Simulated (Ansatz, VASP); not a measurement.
# Ga: VASP beside Ansatz

File INCAR:

```
PREC = Accurate
ENCUT = 600
EDIFF = 1E-6
ISMEAR = -1
SIGMA = 0.08
LREAL = F
LASPH = T
NELM = 100
ALGO = Normal
ISIF = 3
LWAVE = F
LCHARG = F
GGA = PE
IBRION = 2
NSW = 60
EDIFFG = -0.005
```

Contents of KPOINTS:

```
Automatic mesh
0
Gamma
  17 17 17
```

The input POSCAR:

```
Ga
1.0
   -1.6809877034      1.6809877034      1.6809877034
    1.6809877034     -1.6809877034      1.6809877034
    1.6809877034      1.6809877034     -1.6809877034
Ga
1
Direct
    0.0000000000      0.0000000000      0.0000000000
```

Input for Ansatz:

```yaml
crystal:
  lattice:
    - [-1.6809877034, 1.6809877034, 1.6809877034]
    - [1.6809877034, -1.6809877034, 1.6809877034]
    - [1.6809877034, 1.6809877034, -1.6809877034]
  atoms:
    - { symbol: Ga, position: [0.0, 0.0, 0.0] }
kpoints:
  mp_grid: { grid: [17, 17, 17] }
scf:
  occupations: { method: fermi_dirac, width: 0.08 }
hamiltonian:
  xc: pbe
  pseudopotentials: { kind: paw }
output:
  forces: true
  stress: true
relax:
  f_tol: 0.005
  max_steps: 40
  cell: {}
```

Alike in both runs: task relaxation of cell and atoms; functional PBE; k mesh 17 × 17 × 17; occupations fermi-dirac, width 0.08 eV; no spin polarisation.

|  | VASP | Ansatz |
| --- | --- | --- |
| version | VASP 6.6.1 | Ansatz 0.2.0 |
| potentials or method | VASP PAW PBE potentials, release 64 (Ga_d) | PAW with Ansatz's default frozen-core files, scalar-relativistic |
| plane-wave cutoff (eV) | 600 | 420 |
| valence electrons in the cell | 13 | 13 |

|  | VASP | Ansatz | Ansatz less VASP |
| --- | --- | --- | --- |
| relaxed volume (Å³/atom) | 19.22 | 19.22 | -0.005 |
| relaxed cell length with the largest relative difference (Å) | 2.923 | 2.923 | -0.0002 |
